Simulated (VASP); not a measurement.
Write the native input for VASP 6.6.1 that does the following.

```yaml
Task: single point
Functional: PBEsol
Potentials_or_basis: VASP PAW PBE potentials, release 64 (C)
Cutoff: 600 eV
k_mesh: 9 × 9 × 9
Occupations: gaussian, width 0.01 eV
Spin: no spin polarisation
Dipole_correction: no
Further_INCAR_settings: ALGO = Normal; EDIFF = 1e-06; NBANDS = 11
```

The structure of C lies in POSCAR:

```
C
1.0
    0.0000000000      1.7218248038      1.7218248038
    1.7218248038      0.0000000000      1.7218248038
    1.7218248038      1.7218248038      0.0000000000
C
2
Direct
    0.0000000000      0.0000000000      0.0000000000
    0.2500000000      0.2500000000      0.2500000000
```

One way to write it, as run:

INCAR

```
SYSTEM = C
PREC = Accurate
ENCUT = 600
EDIFF = 1E-6
ISMEAR = 0
SIGMA = 0.01
LREAL = .False.
LASPH = .True.
NELM = 120
ALGO = Normal
ISIF = 2
LWAVE = .False.
LCHARG = .False.
GGA = PS
NBANDS = 11
GGA_COMPAT = .False.
```

KPOINTS

```
regular mesh
0
Gamma
  9 9 9
  0 0 0
```

Potentials or basis: VASP PAW PBE potentials, release 64 (C).

Launch:

```bash
$ cat potpaw_PBE.64/C/POTCAR > POTCAR
$ mpirun -np 1 vasp_std > vasp.out
```

Results of the run:

```
Pressure               : 51.3 GPa
Band gap on the k mesh : 4.29 eV, indirect (least direct gap 5.83 eV)
```

Caveat: the PAW data sets were made with another functional, which shifts forces and pressure a little.

Wall time 9.3 s on 1 thread of Intel Xeon 8259CL, on a shared host, peak memory 0.12 GiB.
